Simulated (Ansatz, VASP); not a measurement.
One calculation of B, two programs

File INCAR:

```
SYSTEM = B
ALGO     = Normal         ! electronic algorithm
EDIFF    = 1E-7           ! SCF threshold, eV
ENCUT    = 520            ! plane-wave cutoff, eV
GGA      = PE             ! functional
GGA_COMPAT= .False.      
ISIF     = 2              ! what is computed and relaxed
ISMEAR   = -1             ! smearing method
LASPH    = .True.         ! aspherical terms in the spheres
LCHARG   = .True.         ! write CHGCAR
LORBIT   = 11             ! projections on sites
LORBMOM  = .True.       
LREAL    = .False.        ! projectors in reciprocal space
LSORBIT  = .True.         ! spin-orbit coupling
LVHAR    = .True.       
LWAVE    = .False.        ! write WAVECAR
MAGMOM   = 0 0 0          ! initial moments
NBANDS   = 14             ! bands
NELM     = 150            ! most SCF steps
PREC     = Accurate       ! precision mode
SIGMA    = 0.1            ! smearing width, eV
```

Contents of KPOINTS:

```
k-points
0
Gamma
  19 19 19
  0 0 0
```

POSCAR

```
B
1.0
   -1.1539685228      1.1539685228      1.1539685228
    1.1539685228     -1.1539685228      1.1539685228
    1.1539685228      1.1539685228     -1.1539685228
B
1
Direct
    0.0000000000      0.0000000000      0.0000000000
```

Input for Ansatz:

```yaml
crystal:
  lattice:
    - [-1.1539685228, 1.1539685228, 1.1539685228]
    - [1.1539685228, -1.1539685228, 1.1539685228]
    - [1.1539685228, 1.1539685228, -1.1539685228]
  atoms:
    - { symbol: B, position: [0.0, 0.0, 0.0] }
hamiltonian:
  xc: pbe
  pseudopotentials:
    kind: paw_fr
    azcp:
      B: "pseudopotentials/B.paw.azcp"
basis:
  ecutwfc: 420
  fft_grid_basis: typed
kpoints:
  mp_grid: { grid: [19, 19, 19], shift: [0, 0, 0] }
magnetization:
  noncollinear: true
  spin_orbit: true
scf:
  occupations: { method: fermi_dirac, width: 0.1 }
```

Alike in both runs: task single point; functional PBE; k mesh 19 × 19 × 19; occupations fermi-dirac, width 0.1 eV; non-collinear spin, spin-orbit coupling.

|  | VASP | Ansatz |
| --- | --- | --- |
| version | VASP 6.6.1 | Ansatz 0.2.0 |
| potentials or method | VASP PAW PBE potentials, release 64 (B), cutoff 520 eV | plane waves (420 eV) with PAW, fully relativistic with spin-orbit coupling |
| valence electrons in the cell | 3 | 3 |

|  | VASP | Ansatz | Ansatz less VASP |
| --- | --- | --- | --- |
| net moment per atom (μB) | 0.00 | 0.00 | 0.000 |
